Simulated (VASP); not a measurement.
Here is a VASP 6.6.1 calculation.

Contents of INCAR:

```
SYSTEM = NaCl
PREC = Accurate
ENCUT = 600
EDIFF = 1E-7
ISMEAR = -1
SIGMA = 0.05
LREAL = .False.
LASPH = .True.
NELM = 100
ALGO = Normal
ISIF = 3
LWAVE = .False.
LCHARG = .False.
GGA = PE
IBRION = 2
NSW = 80
EDIFFG = -0.01
```

KPOINTS

```
regular mesh
0
Gamma
  8 8 8
  0 0 0
```

The input POSCAR:

```
NaCl
1.0
    0.0000000000      2.7940632177      2.7940632177
    2.7940632177      0.0000000000      2.7940632177
    2.7940632177      2.7940632177      0.0000000000
Cl Na
1 1
Direct
    0.5000000000      0.5000000000      0.5000000000
    0.0000000000      0.0000000000      0.0000000000
```

Potentials or basis: VASP PAW PBE potentials, release 64 (Cl, Na_pv).

Launch:

```console
$ cat potpaw_PBE.64/Cl/POTCAR potpaw_PBE.64/Na_pv/POTCAR > POTCAR
$ mpirun -np 1 vasp_std > vasp.out
```

(1) Predict the relaxed volume.

(2) What does it give for the band gap on the k mesh?

Results:

(1) 23.15 Å³/atom.

(2) 4.99 eV.
